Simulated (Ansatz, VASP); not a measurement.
**Two plane-wave programs on Rb4O**

```xyz
5
Lattice="-3.7190 3.7190 3.7190 3.7190 -3.7190 3.7190 3.7190 3.7190 -3.7190" Properties=species:S:1:pos:R:3 pbc="T T T"
Rb    2.3451   -2.3451    2.3451
Rb    1.3739    1.3739    1.3739
Rb    2.3451    2.3451   -2.3451
Rb   -2.3451    2.3451    2.3451
O     0.0000    0.0000    0.0000
```

Change from the starting cell: species swapped into the GeF4 type (I-43m, No. 217).

Alike in both runs: task single point; functional PBE; k mesh 4 × 4 × 4; occupations gaussian, width 0.1 eV; collinear spin.

```csv
,VASP,Ansatz
version,VASP 6.6.1,Ansatz 0.2.0
potentials or method,"VASP PAW PBE potentials, release 64 (Rb_sv, O), cutoff 520 eV","scalar-relativistic, plane waves, PAW"
valence electrons in the cell,42,42
```

```csv
,VASP,Ansatz,Ansatz less VASP
gap on the k mesh at the Fermi level (eV),none,none,-
pressure (GPa),4.7,4.5,-0.12
rms of the force components (eV/Å),0.466,0.439,-0.0277
net moment per atom (μB),0.00,0.00,0.000
```

Atom by atom the forces differ by 0.028 eV/Å (rms over components). A gap of «none» marks a metal or a gap that the smearing closes. With one functional, cell and mesh, what is left measures potentials, basis and numerics. Ansatz's warnings: seeded moment not kept.
